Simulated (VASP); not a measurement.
# BeTl7 (Im-3m) in VASP: further runs, part 2 of 2

VASP 6.6.1.

### Step 3. Single point, PBE

This run uses another cell than the first one, of 29.06 Å³/atom, 0.973 times its volume.

INCAR reads:

```
ALGO = Fast
EDIFF = 1E-7
ENCUT = 520
GGA = PE
ISIF = 2
ISMEAR = 0
LASPH = True
LCHARG = False
LREAL = False
LWAVE = False
NBANDS = 56
NELM = 80
PREC = Accurate
SIGMA = 0.1
```

KPOINTS reads:

```
k-points
0
Gamma
  8 8 8
```

POSCAR reads:

```
BeTl7
1.0
   -3.8733726064      3.8733726064      3.8733726064
    3.8733726064     -3.8733726064      3.8733726064
    3.8733726064      3.8733726064     -3.8733726064
Be Tl
1 7
Direct
    0.0000000000      0.0000000000      0.0000000000
    0.0000000000      0.5000000000      0.5000000000
    0.5000000000      0.5000000000      0.0000000000
    0.5000000000      0.0000000000      0.5000000000
    0.0000000000      0.0000000000      0.5000000000
    0.0000000000      0.5000000000      0.0000000000
    0.5000000000      0.0000000000      0.0000000000
    0.5000000000      0.5000000000      0.5000000000
```

Potentials or basis: VASP PAW PBE potentials, release 64 (Be, Tl_d).

Started as:

```
> cat potpaw_PBE.64/Be/POTCAR potpaw_PBE.64/Tl_d/POTCAR > POTCAR
> mpirun -np 1 vasp_std > vasp.out
```

OUTCAR:

```text
EDIFF = 1E-7
   ENCUT = 520
   GGA = PE
   ISIF = 2
   ISMEAR = 0
   LASPH = True
   LREAL = False
   NELM = 80
   PREC = Accurate

 ion  position               nearest neighbor table
   1  0.000  0.000  0.000-
   2  0.000  0.500  0.500-   5 3.35   6 3.35   7 3.35   8 3.35   6 3.35   5 3.35   8 3.35   7 3.35
                             3 3.87   3 3.87   4 3.87   4 3.87
   3  0.500  0.500  0.000-   5 3.35   6 3.35   7 3.35   8 3.35   8 3.35   7 3.35   6 3.35   5 3.35
                             4 3.87   2 3.87   2 3.87   4 3.87
   4  0.500  0.000  0.500-   5 3.35   6 3.35   7 3.35   8 3.35   7 3.35   8 3.35   5 3.35   6 3.35
                             3 3.87   2 3.87   2 3.87   3 3.87
   5  0.000  0.000  0.500-   2 3.35   3 3.35   4 3.35   2 3.35   4 3.35   3 3.35   6 3.87   6 3.87
                             7 3.87   7 3.87   8 3.87   8 3.87
   6  0.000  0.500  0.000-   2 3.35   3 3.35   4 3.35   2 3.35   3 3.35   4 3.35   5 3.87   5 3.87
                             7 3.87   8 3.87   7 3.87   8 3.87
   7  0.500  0.000  0.000-   2 3.35   3 3.35   4 3.35   4 3.35   3 3.35   2 3.35   5 3.87   6 3.87
                             8 3.87   5 3.87   6 3.87   8 3.87
   8  0.500  0.500  0.500-   2 3.35   3 3.35   4 3.35   3 3.35   4 3.35   2 3.35   5 3.87   6 3.87
                             7 3.87   7 3.87   6 3.87   5 3.87

  LATTYP: Found a body centered cubic cell.
 ALAT       =     7.7467452128

  Lattice vectors:

 A1 = (  -3.8733726064,   3.8733726064,   3.8733726064)
 A2 = (   3.8733726064,  -3.8733726064,   3.8733726064)
 A3 = (   3.8733726064,   3.8733726064,  -3.8733726064)

Analysis of symmetry for initial positions (statically):
=====================================================================
 Subroutine PRICEL returns:
 Original cell was already a primitive cell.

 Routine SETGRP: Setting up the symmetry group for a
 body centered cubic supercell.

 Subroutine GETGRP returns: Found 48 space group operations
 (whereof 48 operations were pure point group operations)
 out of a pool of 48 trial point group operations.

The static configuration has the point symmetry O_h .

Analysis of symmetry for dynamics (positions and initial velocities):
=====================================================================
 Subroutine PRICEL returns:
 Original cell was already a primitive cell.

 Routine SETGRP: Setting up the symmetry group for a
 body centered cubic supercell.

 Subroutine GETGRP returns: Found 48 space group operations
 (whereof 48 operations were pure point group operations)
 out of a pool of 48 trial point group operations.

The dynamic configuration has the point symmetry O_h .

 Subroutine INISYM returns: Found 48 space group operations
 (whereof 48 operations are pure point group operations),
 and found     1 'primitive' translations

----------------------------------------------------------------------------------------

                                     Primitive cell

  volume of cell :     232.4491

  direct lattice vectors                    reciprocal lattice vectors
    -3.873372606  3.873372606  3.873372606     0.000000000  0.129086471  0.129086471
[... 59 lines left out ...]
  0.500000  0.000000  0.000000      6.000000
  0.125000  0.125000  0.000000     24.000000
[... 16 lines left out ...]
 -0.250000  0.250000  0.250000      6.000000
 -0.375000  0.375000  0.250000     24.000000
 [... further k-points ...]
   k-points           NKPTS =     29   k-points in BZ     NKDIM =     29   number of bands    NBANDS=     56
   number of dos      NEDOS =    301   number of ions     NIONS =      8
   total plane-waves  NPLWV = 125000
   dimension x,y,z NGX =    50 NGY =   50 NGZ =   50
   dimension x,y,z NGXF=   100 NGYF=  100 NGZF=  100
   ions per type =               1   7
   NGX,Y,Z   is equivalent  to a cutoff of  12.39, 12.39, 12.39 a.u.
   NGXF,Y,Z  is equivalent  to a cutoff of  24.78, 24.78, 24.78 a.u.
 SYSTEM =  unknown system
   PREC   = accura    normal or accurate (medium, high low for compatibility)
   ISTART =      0    job   : 0-new  1-cont  2-samecut
   ICHARG =      2    charge: 1-file 2-atom 10-const
   ISPIN  =      1    spin polarized calculation?
   LNONCOLLINEAR =      F non collinear calculations
   LSORBIT =      F    spin-orbit coupling
   LASPH  =      T    aspherical Exc in radial PAW
   ENCUT  =  520.0 eV  38.22 Ry    6.18 a.u.  12.47 12.47 12.47*2*pi/ulx,y,z
   NELM   =     80;   NELMIN=  2; NELMDL= -5     # of ELM steps
   EDIFF  = 0.1E-06   stopping-criterion for ELM
   LREAL  =      F    real-space projection
   EDIFFG = 0.1E-05   stopping-criterion for IOM
   NSW    =      0    number of steps for IOM
   IBRION =     -1    ionic relax: 0-MD 1-quasi-New 2-CG
   NFREE  =      0    steps in history (QN), initial steepest desc. (CG)
   ISIF   =      2    stress and relaxation
   ISYM   =      2    0-nonsym 1-usesym 2-fastsym
   POTIM  = 0.5000    time-step for ionic-motion
   TEBEG  =    0.0;   TEEND  =   0.0 temperature during run
   PSTRESS=    0.0 pullay stress
   NELECT =      93.0000    total number of electrons
   NUPDOWN=      -1.0000    fix difference up-down
   EMIN   =  10.00;   EMAX   =-10.00  energy-range for DOS
   EFERMI =   0.00;   METHOD = LEGACY
   ISMEAR =     0;   SIGMA  =   0.10  broadening in eV -4-tet -1-fermi 0-gaus
   EFERMI_NEDOS =   21; number of points for ismear=-14 and -15
   IALGO  =     68    algorithm
   IMIX   =      4    mixing-type and parameters
     AMIX     =   0.40;   BMIX     =  1.00
     AMIX_MAG =   1.60;   BMIX_MAG =  1.00
  volume/ion in A,a.u.               =      29.06       196.08
  Fermi-wavevector in a.u.,A,eV,Ry     =   1.206313  2.279600 19.799064  1.455190
  Thomas-Fermi vector in A             =   2.341984
   LORBIT       =      0    0 simple, 1 ext, 2 COOP (PROOUT), +10 PAW based schemes
   GGA     = PE    functional components
   LHFCALC =     F    Hartree Fock is set to
   AEXX    =    0.0000 exact exchange contribution
   IVDW    =     0    specifies the selected vdW correction
   LEPSILON=     F    determine dielectric tensor
   LRPA    =     F    only Hartree local field effects (RPA)
 non-spin polarized calculation
 RMM-DIIS sequential band-by-band and
 Gauss-broadening in eV      SIGMA  =   0.10
  energy-cutoff  :      520.00
  volume of cell :      232.45
 maximum number of plane-waves:      6339
 NGX is ok and might be reduce to    50
   NGX = 25   NGY = 25   NGZ = 25

 number of electron      92.9999995 magnetization

 Free energy of the ion-electron system (eV)
  ---------------------------------------------------
  ext. energy  EPLUGINS =         0.00000000
  ---------------------------------------------------
  free energy    TOTEN  =       -16.91899114 eV

  energy without entropy =      -16.89990757  energy(sigma->0) =      -16.90944935

 E-fermi :   5.5630     XC(G=0):  -9.7280

 val. band max:        5.5590816258   @ k =   0.5000   0.5000   0.3750
 cond. band min:       5.5858235497   @ k =   0.3750   0.0000   0.0000
 fundamental gap:      0.0267419239
 Fermi energy:         5.5629840549

 k-point     1 :       0.0000    0.0000    0.0000
  band No.  band energies     occupation
      1      -6.2540      2.00000
      2      -6.2540      2.00000
      3      -6.2468      2.00000
      4      -6.2468      2.00000
      5      -6.2468      2.00000
      6      -6.2394      2.00000
[... 1405 lines left out ...]
     55       9.1611      0.00000
     56       9.1614      0.00000

 [... further k-points ...]

------------------------ aborting loop because EDIFF is reached ----------------------------------------

  FORCE on cell =-STRESS in cart. coord.  units (eV):
  Direction    XX          YY          ZZ          XY          YZ          ZX
  --------------------------------------------------------------------------------------
  -------------------------------------------------------------------------------------
  Total       -0.0699675     -0.0699675     -0.0699675     -0.0000000      0.0000000     -0.0000000
  in kB       -0.4822579     -0.4822579     -0.4822579     -0.0000000      0.0000000     -0.0000000
  external PRESSURE =      -0.4822579 kB  Pullay stress =       0.0000000 kB

 VOLUME and BASIS-vectors are now :
 -----------------------------------------------------------------------------
  energy-cutoff  :      520.00
  volume of cell :      232.45
      direct lattice vectors                 reciprocal lattice vectors
    -3.873372606  3.873372606  3.873372606     0.000000000  0.129086471  0.129086471
     3.873372606 -3.873372606  3.873372606     0.129086471  0.000000000  0.129086471
     3.873372606  3.873372606 -3.873372606     0.129086471  0.129086471  0.000000000

 POSITION                                       TOTAL-FORCE (eV/Angst)
 -----------------------------------------------------------------------------------
      0.00000      0.00000      0.00000         0.000000      0.000000     -0.000000
      3.87337      0.00000      0.00000         0.000000     -0.000000     -0.000000
      0.00000      0.00000      3.87337        -0.000000     -0.000000      0.000000
      0.00000      3.87337      0.00000         0.000000     -0.000000      0.000000
      1.93669      1.93669     -1.93669        -0.000000      0.000000     -0.000000
      1.93669     -1.93669      1.93669         0.000000      0.000000     -0.000000
     -1.93669      1.93669      1.93669        -0.000000      0.000000      0.000000
      1.93669      1.93669      1.93669        -0.000000     -0.000000     -0.000000
 -----------------------------------------------------------------------------------
    total drift:                                0.000000     -0.000000      0.000000

  FREE ENERGIE OF THE ION-ELECTRON SYSTEM (eV)
  ---------------------------------------------------
  free  energy   TOTEN  =       -16.9189911354 eV

  energy  without entropy=      -16.8999075674  energy(sigma->0) =      -16.90944935
```

Run time: 11 min. Hardware: 1 thread of Oxide Virtual Turin-like, shared host; peak memory 0.48 GiB.

What came out:

```
Free energy : -16.9190 eV
Pressure    : 0.0 GPa
```

Levels at points of the mesh, in eV from the Fermi level:
```tsv
k point	band 44	band 45	band 46	band 47	band 48	band 49	band 50	band 51
(0.00, 0.00, 0.00)	-2.62	-2.62	-2.23	-2.23	-2.23	-0.25	1.56	1.56
(0.50, 0.00, 0.00)	-1.03	-0.80	-0.05	0.13	0.21	0.62	2.10	2.18
(0.50, 0.50, 0.50)	0.80	0.80	0.80	0.89	0.89	0.89	3.54	3.54
```

Caveat: spin-orbit coupling is left out, which moves the levels of the heavy elements.
